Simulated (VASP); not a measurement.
Runs of VASP 6.6.1 on Eu. The structure is that of space group Im-3m (No. 229), or close to it. The cells are those of the table. 

```tsv
task	level	cell	gap on the mesh (eV)	pressure (GPa)	moment (μB)
single point	LDA	a = 4.041 Å, angles 109.5°, 1 atom	none	(d)	7.26
single point	r2SCAN	a = 4.041 Å, angles 109.5°, 1 atom	none	-1.9	7.71
vibrations by perturbation theory	PBEsol	a = 3.989 Å, angles 109.5°, 1 atom	-	-	7.37
single point	r2SCAN	a = 4.067 Å, angles 109.5°, 1 atom	none	-2.1	7.71
single point	r2SCAN	a = 3.962 Å, angles 109.5°, 1 atom	none	(c)	7.74
single point	LDA	a = 3.907 Å, angles 109.5°, 1 atom	none	-3.6	7.21
single point	LDA	a = 4.015 Å, angles 109.5°, 1 atom	none	(b)	(a)
single point	PBE	a = 4.067 Å, angles 109.5°, 1 atom	none	-2.3	7.40
```

Alike in all rows: potentials or basis VASP PAW PBE potentials, release 64 (Eu); spin collinear, ferromagnetic start; k mesh 8 × 8 × 8; cutoff (eV) 520; smearing fermi-dirac 0.05 eV.

Task: Fill in the values left out.

Result: (a) 7.25; (b) -3.8; (c) -1.4; (d) -4.0.

Caveats: spin-orbit coupling is left out, which moves the levels of the heavy elements; semilocal functionals describe open f shells poorly, which spoils levels, moments and volumes; the PAW data sets were made with another functional, which shifts forces and pressure a little (at least some runs); the cell stands under tension (at least some runs); the cell stands under pressure or tension, which shifts response properties (at least some runs).

A k mesh can miss the band edges, and the runs leave out spin-orbit coupling on Eu.

A gap of «none» marks levels without a gap at the run's occupations.
